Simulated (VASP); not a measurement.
Wanted: the native input for a VASP 6.6.1 run.

```
Task                   : single point
Functional             : r2SCAN
Potentials or basis    : VASP PAW PBE potentials, release 64 (Nb_sv)
Cutoff                 : 520 eV
k mesh                 : 8 × 8 × 8
Occupations            : gaussian, width 0.05 eV
Spin                   : no spin polarisation
Dipole correction      : no
Further INCAR settings : ALGO = Normal; EDIFF = 1e-06; NBANDS = 12
```

Nb:

```
Nb
1.0
     2.71964    0.00000    0.00000
     0.00000    2.71964    0.00000
     0.00000    0.00000    2.71964
Nb
1
Cartesian
  1.3598 1.3598 1.3598
```

This isn't the form of Nb at room conditions, which is bcc.

These files were run (other wordings do the same):

POSCAR

```
Nb
1.0
    2.7196400000      0.0000000000      0.0000000000
    0.0000000000      2.7196400000      0.0000000000
    0.0000000000      0.0000000000      2.7196400000
Nb
1
Direct
    0.5000000000      0.5000000000      0.5000000000
```

INCAR.step1

```
PREC     = Accurate       # precision mode
ENCUT    = 520            # plane-wave cutoff, eV
ISMEAR   = 0              # smearing method
SIGMA    = 0.05           # smearing width, eV
LREAL    = F              # projectors in reciprocal space
LASPH    = T              # aspherical terms in the spheres
NELM     = 100            # most SCF steps
NBANDS   = 12             # bands
GGA      = PE             # functional
ALGO     = Normal         # electronic algorithm
EDIFF    = 1E-4           # SCF threshold, eV
LWAVE    = T              # write WAVECAR
LCHARG   = F              # write CHGCAR
```

INCAR.step2

```
PREC     = Accurate       # precision mode
ENCUT    = 520            # plane-wave cutoff, eV
EDIFF    = 1E-6           # SCF threshold, eV
ISMEAR   = 0              # smearing method
SIGMA    = 0.05           # smearing width, eV
LREAL    = F              # projectors in reciprocal space
LASPH    = T              # aspherical terms in the spheres
NELM     = 100            # most SCF steps
ALGO     = Normal         # electronic algorithm
ISIF     = 2              # what is computed and relaxed
LWAVE    = F              # write WAVECAR
LCHARG   = T              # write CHGCAR
METAGGA  = R2SCAN         # meta-GGA
LMIXTAU  = T            
LELF     = T              # ELF
LVHAR    = T            
NBANDS   = 12             # bands
ISTART   = 1
```

KPOINTS

```
regular mesh
0
Gamma
  8 8 8
```

Potentials or basis: VASP PAW PBE potentials, release 64 (Nb_sv).

Command:

```bash
$ cat potpaw_PBE.64/Nb_sv/POTCAR > POTCAR
$ cp INCAR.step1 INCAR
$ mpirun -np 1 vasp_std > vasp.out
$ cp INCAR.step2 INCAR
$ mpirun -np 1 vasp_std > vasp.out
```

It gave:

```json
{
 "Pressure": "-3.6 GPa",
 "Band gap on the k mesh": "zero (an odd number of electrons rules out a gap without spin polarisation)"
}
```

Caveat: the cell stands under tension; the PAW data sets were made with another functional, which shifts forces and pressure a little.

Run time: 41 s on 1 thread of Intel Xeon 8259CL, on a shared host, peak memory 0.13 GiB.
